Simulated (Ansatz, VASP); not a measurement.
## MgS: VASP beside Ansatz

The input INCAR:

```
  PREC = Accurate
  ENCUT = 520
  EDIFF = 1E-7
  ISMEAR = 0
  SIGMA = 0.05
  LREAL = False
  LASPH = True
  NELM = 100
  ALGO = Normal
  ISIF = 2
  LWAVE = False
  LCHARG = False
  GGA = PS
  NBANDS = 11
```

Contents of KPOINTS:

```
Automatic mesh
0
Gamma
  8 8 8
```

POSCAR

```
MgS
1.0
    0.0000000000      2.6796995000      2.6016500000
    2.6796995000      0.0000000000      2.6016500000
    2.6796995000      2.6796995000      0.0000000000
Mg S
1 1
Direct
    0.0000000000      0.0000000000      0.0000000000
    0.5000000000      0.5000000000      0.5000000000
```

Input for Ansatz:

```yaml
crystal:
  lattice:
    - [0.0, 2.6796995, 2.60165]
    - [2.6796995, 0.0, 2.60165]
    - [2.6796995, 2.6796995, 0.0]
  atoms:
    - { symbol: Mg, position: [0.0, 0.0, 0.0] }
    - { symbol: S, position: [0.5, 0.5, 0.5] }
basis:
  ecutwfc: 420
kpoints:
  mp_grid: { grid: [8, 8, 8] }
hamiltonian:
  xc: pbesol
scf:
  occupations: { method: gaussian, width: 0.05 }
output:
  forces: true
  stress: true
  eigenvalues: true
```

Change from the starting cell: strain +0.030 along x and y, +0.000 along z, atoms carried along.

Alike in both runs: task single point; functional PBEsol; k mesh 8 × 8 × 8; occupations gaussian, width 0.05 eV; no spin polarisation.

```csv
,VASP,Ansatz
version,VASP 6.6.1,Ansatz 0.2.0
potentials or method,"VASP PAW PBE potentials, release 64 (Mg, S), cutoff 520 eV","scalar-relativistic, plane waves, PAW"
valence electrons in the cell,8,16
```

VASP gave:

```
gap on the k mesh at the Fermi level (eV)                     : 2.46
least direct gap on the mesh (eV)                             : 3.11
pressure (GPa)                                                : -4.9
traceless stress, the component that is largest in VASP (GPa) : 1.51
```

Problem. Which values does Ansatz return?

Solution. gap on the k mesh at the Fermi level (eV): 2.46; least direct gap on the mesh (eV): 3.11; pressure (GPa): -4.7; traceless stress, the component that is largest in VASP (GPa): 1.52.

VASP's potentials were made for PBE, not for PBEsol. VASP's potentials hold 8 valence electrons a cell and Ansatz's 16, so a difference there can come from the potentials and not from the codes.
